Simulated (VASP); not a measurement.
Input of a VASP 6.6.1 run:

POSCAR

```
Sn
1.0
   -1.7265390000      1.7755470000      2.3383420000
    1.7265390000     -1.7755470000      2.3383420000
    1.7265390000      1.7755470000     -2.3383420000
Sn
1
Direct
    0.0000000000      0.0000000000      0.0000000000
```

The input INCAR.step1:

```
  PREC = Accurate
  ENCUT = 520
  ISMEAR = -1
  SIGMA = 0.1
  LREAL = False
  LASPH = True
  NELM = 100
  NBANDS = 13
  GGA = PE
  ALGO = Normal
  EDIFF = 1E-4
  LWAVE = True
  LCHARG = False
```

Contents of INCAR.step2:

```
  PREC = Accurate
  ENCUT = 520
  EDIFF = 1E-6
  ISMEAR = -1
  SIGMA = 0.1
  LREAL = False
  LASPH = True
  NELM = 100
  ALGO = Normal
  ISIF = 2
  LWAVE = False
  LCHARG = False
  METAGGA = R2SCAN
  LMIXTAU = True
  NBANDS = 13
  ISTART = 1
```

KPOINTS

```
regular mesh
0
Gamma
  11 11 11
```

Potentials or basis: VASP PAW PBE potentials, release 64 (Sn_d).

Run with:

```bash
$ cat potpaw_PBE.64/Sn_d/POTCAR > POTCAR
$ cp INCAR.step1 INCAR
$ mpirun -np 1 vasp_std > vasp.out
$ cp INCAR.step2 INCAR
$ mpirun -np 1 vasp_std > vasp.out
```

(1) Estimate the band gap on the k mesh.

(2) Predict the pressure.

Results:

(1) zero (bands 7 and 8 overlap by 9.32 eV).

(2) -2.2 GPa.

Caveat: the PAW data sets were made with another functional, which shifts forces and pressure a little; spin-orbit coupling is left out, which moves the levels of the heavy elements.
